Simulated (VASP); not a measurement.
# Ba3Si2 (P-3m1) in VASP: further runs, part 2 of 2

VASP 6.6.1. The steps go on from the part before.

## 3. Relaxation of cell and atoms, PBE

This run uses another cell than the first one, of 27.92 Å³/atom.

Input file INCAR:

```
PREC = Accurate
ENCUT = 600
EDIFF = 1E-6
ISMEAR = 0
SIGMA = 0.1
LREAL = False
LASPH = True
NELM = 60
ALGO = Normal
ISIF = 3
LWAVE = False
LCHARG = False
GGA = PE
IBRION = 2
NSW = 90
EDIFFG = -0.04
```

Input file KPOINTS:

```
regular mesh
0
Gamma
  6 6 4
```

Input file POSCAR:

```
Ba3Si2
1.0
    4.6966561882      0.0000000000      0.0000000000
   -2.3483280941      4.0674235718      0.0000000000
    0.0000000000      0.0000000000      7.3072341202
Ba Si
3 2
Direct
    0.0000000000      0.0000000000      0.0000000000
    0.3333333333      0.6666666667      0.6450000000
    0.6666666667      0.3333333333      0.3550000000
    0.3333333333      0.6666666667      0.2450000000
    0.6666666667      0.3333333333      0.7550000000
```

Potentials or basis: VASP PAW PBE potentials, release 64 (Ba_sv, Si).

Command:

```console
> cat potpaw_PBE.64/Ba_sv/POTCAR potpaw_PBE.64/Si/POTCAR > POTCAR
> mpirun -np 1 vasp_std > vasp.out
```

OUTCAR:

```text
PREC = Accurate
   ENCUT = 600
   EDIFF = 1E-6
   ISMEAR = 0
   LREAL = False
   LASPH = True
   NELM = 60
   ISIF = 3
   GGA = PE
   IBRION = 2
   NSW = 90
   EDIFFG = -0.04

 ion  position               nearest neighbor table
   1  0.000  0.000  0.000-   4 3.25   5 3.25   4 3.25   5 3.25   5 3.25   4 3.25   2 3.75   3 3.75
                             2 3.75   3 3.75   2 3.75   3 3.75
   2  0.333  0.667  0.645-   5 2.83   5 2.83   5 2.83   4 2.92   3 3.44   3 3.44   3 3.44   1 3.75
                             1 3.75   1 3.75
   3  0.667  0.333  0.355-   4 2.83   4 2.83   4 2.83   5 2.92   2 3.44   2 3.44   2 3.44   1 3.75
                             1 3.75   1 3.75
   4  0.333  0.667  0.245-   3 2.83   3 2.83   3 2.83   2 2.92   1 3.25   1 3.25   1 3.25
   5  0.667  0.333  0.755-   2 2.83   2 2.83   2 2.83   3 2.92   1 3.25   1 3.25   1 3.25

  LATTYP: Found a hexagonal cell.
 ALAT       =     4.6966561882
 C/A-ratio  =     1.5558375634

[... 932 lines left out ...]

[... ionic steps 4 to 23 ...]

--------------------------------------- Ionic step       24  -------------------------------------------

 number of electron      38.0000001 magnetization

------------------------ aborting loop because EDIFF is reached ----------------------------------------
[... 73 lines left out ...]
--------------------------------------- Ionic step       26  -------------------------------------------

 number of electron      38.0000000 magnetization

 Free energy of the ion-electron system (eV)
  ---------------------------------------------------
  ext. energy  EPLUGINS =         0.00000000
  ---------------------------------------------------
  free energy    TOTEN  =       -17.22249760 eV

  energy without entropy =      -17.18243866  energy(sigma->0) =      -17.20246813

 E-fermi :   2.4675     XC(G=0):  -8.3046

 val. band max:        2.4623166535   @ k =   0.0000   0.1667   0.2500
 cond. band min:       2.4777700320   @ k =   0.3333   0.0000   0.2500
 fundamental gap:      0.0154533785
 Fermi energy:         2.4675202301

 k-point     1 :       0.0000    0.0000    0.0000
  band No.  band energies     occupation
      1     -25.5577      2.00000
      2     -25.3840      2.00000
      3     -25.3662      2.00000
      4     -10.9527      2.00000
      5     -10.8712      2.00000
      6     -10.8712      2.00000
[... 645 lines left out ...]
  FREE ENERGIE OF THE ION-ELECTRON SYSTEM (eV)
  ---------------------------------------------------
  free  energy   TOTEN  =       -17.2224976015 eV

  energy  without entropy=      -17.1824386648  energy(sigma->0) =      -17.20246813

 reached required accuracy - stopping structural energy minimisation
```

OSZICAR:

```text
N       E                     dE             d eps       ncg     rms          rms(c)
DAV:   1     0.280218048023E+03    0.28022E+03   -0.18748E+04  1104   0.164E+03
DAV:   2     0.425878342848E+01   -0.27596E+03   -0.27199E+03  1722   0.272E+02
DAV:   3    -0.140276147373E+02   -0.18286E+02   -0.18150E+02  1444   0.681E+01
[... 263 lines left out ...]
DAV:   5    -0.172224539413E+02   -0.24253E-04   -0.31313E-05  1620   0.206E-02    0.227E-02
DAV:   6    -0.172224887996E+02   -0.34858E-04   -0.20153E-05  1482   0.216E-02    0.743E-03
DAV:   7    -0.172224967421E+02   -0.79425E-05   -0.96701E-06  1681   0.141E-02    0.276E-03
DAV:   8    -0.172224977455E+02   -0.10034E-05   -0.75405E-07   700   0.401E-03    0.106E-03
DAV:   9    -0.172224976015E+02    0.14396E-06   -0.22098E-07   657   0.271E-03
  26 F= -.17222498E+02 E0= -.17202468E+02  d E =-.964824E-03
```

CONTCAR:

```text
Ba3Si2
   1.00000000000000
     5.7130120396339406    0.0000000000000000    0.0000000000000000
    -2.8565060198169703    4.9476135584111143    0.0000000000000000
    -0.0000000000000001    0.0000000000000000    6.9173489145004030
  Ba              Si
     3     2
Direct
     0.0000000000000000    0.0000000000000000    1.0000000000000000
     0.3333333332999970    0.6666666667000030    0.6874797764798590
     0.6666666667000030    0.3333333332999970    0.3125202235201409
     0.3333333332999970    0.6666666667000030    0.1884087935342436
     0.6666666667000030    0.3333333332999970    0.8115912064657562

  0.00000000E+00  0.00000000E+00  0.00000000E+00
  0.00000000E+00  0.00000000E+00  0.00000000E+00
  0.00000000E+00  0.00000000E+00  0.00000000E+00
  0.00000000E+00  0.00000000E+00  0.00000000E+00
  0.00000000E+00  0.00000000E+00  0.00000000E+00
```

Wall time 15 min (1 thread of Intel Xeon 6975P-C (Granite Rapids), shared host); peak memory 0.35 GiB.

What came out:

```
Free energy                           : -17.2225 eV
Relaxed volume                        : 39.10 Å³/atom
Relaxed cell                          : a = 5.713 Å, b = 5.713 Å, c = 6.917 Å, α = 90.00°, β = 90.00°, γ = 120.00°
Space group after relaxing (to 0.1 Å) : P-3m1 (No. 164)
Energy gained by relaxing             : 763.1 meV/atom
Ionic steps                           : 26
Pressure after relaxing               : 0.0 GPa
Largest force after relaxing          : 0.032 eV/Å
Band gap on the k mesh                : zero (bands 19 and 20 overlap by 0.21 eV)
```

Forces on the atoms (eV/Å):
```
Ba   0.000  0.000  0.000
Ba   0.000  0.000  0.013
Ba   0.000  0.000 -0.013
Si   0.000  0.000 -0.032
Si   0.000  0.000  0.032
```

Stress tensor (GPa, compression positive):
```
0.01 0.00 0.00
0.00 0.01 0.00
0.00 0.00 0.10
```

Step by step:
```tsv
step	energy change (eV)	largest force (eV/Å)	pressure (GPa)	volume (Å³)
1	0.0000	1.7027	20.53	139.59
2	-3.3135	0.2898	-1.50	224.93
3	-3.3859	0.3004	0.16	207.39
4	-3.3877	0.2782	-0.10	209.69
5	-3.4024	0.2594	-0.09	209.22
6	-3.4422	0.2142	-0.04	207.81
7	-3.5072	0.1590	0.11	204.99
8	-3.5961	0.0886	0.55	199.35
9	-3.3333	0.8601	3.11	188.09
10	-3.6056	0.0831	0.66	198.21
11	-3.5953	0.2921	1.48	193.15
12	-3.6162	0.1075	0.88	196.55
13	-3.6279	0.1134	0.81	196.79
14	-3.6585	0.1355	0.63	197.52
15	-3.6946	0.2103	0.36	198.89
16	-3.6970	0.2583	0.30	199.42
17	-3.6972	0.2452	0.31	199.29
18	-3.7094	0.2214	0.18	199.81
19	-3.7388	0.1514	-0.17	201.35
20	-3.7662	0.0237	-0.76	204.41
21	-3.7929	0.0178	-0.46	200.86
22	-3.8078	0.0842	-0.04	196.68
23	-3.8082	0.0992	0.04	195.88
24	-3.8108	0.0879	0.00	196.12
25	-3.8143	0.0493	-0.12	196.79
26	-3.8153	0.0316	0.04	195.52
```

Final structure:
```yaml
crystal:
  lattice:
    - [5.71301, 0.00000, 0.00000]
    - [-2.85651, 4.94761, 0.00000]
    - [0.00000, 0.00000, 6.91735]
  atoms:
    - { symbol: Ba, position: [0.00000, 0.00000, 0.00000] }
    - { symbol: Ba, position: [0.33333, 0.66667, 0.68748] }
    - { symbol: Ba, position: [0.66667, 0.33333, 0.31252] }
    - { symbol: Si, position: [0.33333, 0.66667, 0.18841] }
    - { symbol: Si, position: [0.66667, 0.33333, 0.81159] }
```

Levels at points of the mesh, in eV from the Fermi level:
| k point | band 15 | band 16 | band 17 | band 18 | band 19 | band 20 | band 21 | band 22 | band 23 |
| --- | --- | --- | --- | --- | --- | --- | --- | --- | --- |
| (0.00, 0.00, 0.00) | -1.29 | -1.29 | -1.12 | -0.36 | -0.36 | 0.70 | 0.70 | 0.82 | 1.41 |
| (0.50, 0.00, 0.00) | -1.52 | -0.32 | -0.30 | -0.22 | -0.14 | -0.06 | 1.14 | 1.37 | 1.73 |
| (0.00, 0.00, 0.50) | -1.65 | -1.59 | -1.59 | -0.74 | -0.14 | -0.14 | 1.33 | 1.33 | 2.29 |
| (0.50, 0.00, 0.50) | -2.02 | -1.22 | -0.57 | -0.38 | -0.30 | -0.13 | 1.56 | 1.78 | 1.83 |

Caveat: the volume moved by over 15 % at a fixed basis, so the end points are rough; spin-orbit coupling is left out, which moves the levels of the heavy elements.

## 4. Single point, PBE

Input file INCAR:

```
PREC     = Accurate       # precision mode
ENCUT    = 520            # plane-wave cutoff, eV
EDIFF    = 1E-6           # SCF threshold, eV
ISMEAR   = 0              # smearing method
SIGMA    = 0.1            # smearing width, eV
LREAL    = False          # projectors in reciprocal space
LASPH    = True           # aspherical terms in the spheres
NELM     = 100            # most SCF steps
ALGO     = Fast           # electronic algorithm
ISIF     = 2              # what is computed and relaxed
LWAVE    = False          # write WAVECAR
LCHARG   = False          # write CHGCAR
GGA      = PE             # functional
NBANDS   = 27             # bands
```

Input file KPOINTS:

```
Automatic mesh
0
Gamma
  12 12 6
```

Input file POSCAR:

```
Ba3Si2
1.0
    5.6775359249      0.0000000000      0.0000000000
   -2.8387679624      4.9168903418      0.0000000000
    0.0000000000      0.0000000000      6.8996477952
Ba Si
3 2
Direct
    0.0000000000      0.0000000000      0.0000000000
    0.3333333333      0.6666666667      0.6873891341
    0.6666666667      0.3333333333      0.3126108659
    0.3333333333      0.6666666667      0.1854101856
    0.6666666667      0.3333333333      0.8145898144
```

Command:

```console
> cat potpaw_PBE.64/Ba_sv/POTCAR potpaw_PBE.64/Si/POTCAR > POTCAR
> mpirun -np 1 vasp_std > vasp.out
```

Wall time 6.2 min (1 thread of Intel Xeon 6975P-C (Granite Rapids), shared host); peak memory 0.6 GiB.

Results (log left out):

- Free energy: -17.2315 eV
- Pressure: 0.4 GPa
- Largest force: 0.020 eV/Å
- Band gap on the k mesh: zero (bands 19 and 20 overlap by 0.35 eV)

Forces on the atoms (eV/Å):
```
Ba   0.000  0.000  0.000
Ba   0.000  0.000 -0.020
Ba   0.000  0.000  0.020
Si   0.000  0.000  0.007
Si   0.000  0.000 -0.007
```

Stress tensor (GPa, compression positive):
```
0.45 0.00 0.00
0.00 0.45 0.00
0.00 0.00 0.34
```

Levels at points of the mesh, in eV from the Fermi level:
| k point | band 16 | band 17 | band 18 | band 19 | band 20 | band 21 | band 22 | band 23 |
| --- | --- | --- | --- | --- | --- | --- | --- | --- |
| (0.00, 0.00, 0.00) | -1.35 | -1.15 | -0.36 | -0.36 | 0.67 | 0.67 | 0.82 | 1.46 |
| (0.50, 0.00, 0.00) | -0.32 | -0.31 | -0.24 | -0.15 | -0.07 | 1.15 | 1.34 | 1.74 |
| (0.00, 0.00, 0.50) | -1.64 | -1.64 | -0.76 | -0.13 | -0.13 | 1.32 | 1.32 | 2.22 |
| (0.50, 0.00, 0.50) | -1.22 | -0.59 | -0.39 | -0.30 | -0.13 | 1.56 | 1.78 | 1.85 |

Caveat: spin-orbit coupling is left out, which moves the levels of the heavy elements.

## 5. The runs side by side

```csv
task,cell,k mesh,cutoff (eV),gap on the mesh (eV),pressure (GPa),largest force (eV/Å)
single point,"a = 5.676, b = 5.676, c = 6.911 Å, angles 90.0, 90.0, 120.0°, 5 atoms, atomic positions A",6 × 6 × 4,520,none,0.4,0.04
relaxation of cell and atoms,"relaxed from a = 4.697, b = 4.697, c = 7.307 Å, angles 90.0, 90.0, 120.0°, 5 atoms, atomic positions B",6 × 6 × 4,600,none,0.0,0.03
single point,"a = 5.678, b = 5.678, c = 6.900 Å, angles 90.0, 90.0, 120.0°, 5 atoms, atomic positions C",12 × 12 × 6,520,none,0.4,0.02
```

Alike in all rows: level PBE; potentials or basis VASP PAW PBE potentials, release 64 (Ba_sv, Si); no spin polarisation; smearing gaussian 0.1 eV.

Caveats: spin-orbit coupling is left out, which moves the levels of the heavy elements; the volume moved by over 15 % at a fixed basis, so the end points are rough (at least some runs).

Total energies depend on the potentials used, so only differences within one code and one set of settings carry meaning.
